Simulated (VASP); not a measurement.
A run of VASP 6.6.1 is set up as follows.

The input INCAR:

```
SYSTEM = Al2Au
ALGO     = Fast           ! electronic algorithm
EDIFF    = 1E-6           ! SCF threshold, eV
ENCUT    = 520            ! plane-wave cutoff, eV
GGA      = PE             ! functional
ISIF     = 2              ! what is computed and relaxed
ISMEAR   = 0              ! smearing method
LASPH    = .TRUE.         ! aspherical terms in the spheres
LCHARG   = .FALSE.        ! write CHGCAR
LREAL    = .FALSE.        ! projectors in reciprocal space
LWAVE    = .FALSE.        ! write WAVECAR
NBANDS   = 16             ! bands
NELM     = 80             ! most SCF steps
PREC     = Accurate       ! precision mode
SIGMA    = 0.1            ! smearing width, eV
```

File KPOINTS:

```
k-points
0
G
  12 12 12
  0 0 0
```

POSCAR

```
Al2Au
1.0
   -0.3600000000      2.8018200000      2.8018200000
    2.8018200000     -0.3600000000      2.8018200000
    2.8018200000      2.8018200000     -0.3600000000
Al Au
2 1
Direct
    0.2676776695      0.2676776695      0.2676776695
    0.7323223305      0.7323223305      0.7323223305
    0.0000000000      0.0000000000      0.0000000000
```

Potentials or basis: VASP PAW PBE potentials, release 64 (Al, Au).

Command:

```console
$ cat potpaw_PBE.64/Al/POTCAR potpaw_PBE.64/Au/POTCAR > POTCAR
$ mpirun -np 1 vasp_std > vasp.out
```

Problem. Predict the pressure.

Solution. 7.7 GPa.

Problem. Predict the largest force.

Solution. 0.605 eV/Å.

Stress tensor (GPa, compression positive):
```
7.65 9.82 9.82
9.82 7.65 9.82
9.82 9.82 7.65
```

Caveat: the cell differs from its parent crystal (strained and its atoms moved).
